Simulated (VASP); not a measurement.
# RbPd4N3: single point with PBE

The system is RbPd4N3.

```xyz
8
Lattice="8.8954 0.0000 0.0000 0.0000 3.0667 2.7995 0.0000 -3.0667 2.7995" Properties=species:S:1:pos:R:3 pbc="T T T"
Rb    4.4477    0.0000    2.9885
Pd    7.5040   -1.4370    3.7321
Pd    1.3913    1.4370    3.7321
Pd    7.5040    1.4370    3.7321
Pd    1.3913   -1.4370    3.7321
N     6.6408    0.0000    0.9008
N     2.2546    0.0000    0.9008
N     0.0000    0.0000    3.7507
```

```json
{
  "Program": "VASP 6.6.1",
  "Task": "single point",
  "Functional": "PBE",
  "Potentials or basis": "VASP PAW PBE potentials, release 64 (Rb_sv, Pd, N)",
  "Cutoff": "520 eV",
  "k mesh": "2 × 3 × 3",
  "Occupations": "gaussian, width 0.15 eV",
  "Spin": "no spin polarisation"
}
```

The pressure is 0.0 GPa. The largest force is 0.035 eV/Å. The band gap on the k mesh is zero (band 32 reaches 4.26 eV, above the bottom of band 33 at 3.73 eV).

Forces on the atoms (eV/Å):
```
Rb   0.000  0.000 -0.026
Pd   0.000  0.034  0.007
Pd   0.000 -0.034  0.007
Pd   0.000 -0.034  0.007
Pd   0.000  0.034  0.007
N    0.012  0.000  0.003
N   -0.012  0.000  0.003
N    0.000  0.000 -0.011
```

Stress tensor (GPa, compression positive):
```
 0.28  0.00  0.00
 0.00 -0.10  0.00
 0.00  0.00 -0.06
```

Levels at points of the mesh, in eV from the Fermi level:
| k point | band 29 | band 30 | band 31 | band 32 | band 33 | band 34 |
| --- | --- | --- | --- | --- | --- | --- |
| (0.00, 0.00, 0.00) | -1.16 | -0.88 | -0.61 | 0.41 | 0.55 | 1.51 |
| (0.50, 0.00, 0.00) | -0.87 | -0.84 | -0.59 | 0.40 | 0.48 | 1.51 |

Wall time 89 s on 1 thread of Oxide Virtual Turin-like Processor, with other jobs on the host, peak memory 0.24 GiB.

Caveat: the k points lie up to 0.51 Å⁻¹ apart.
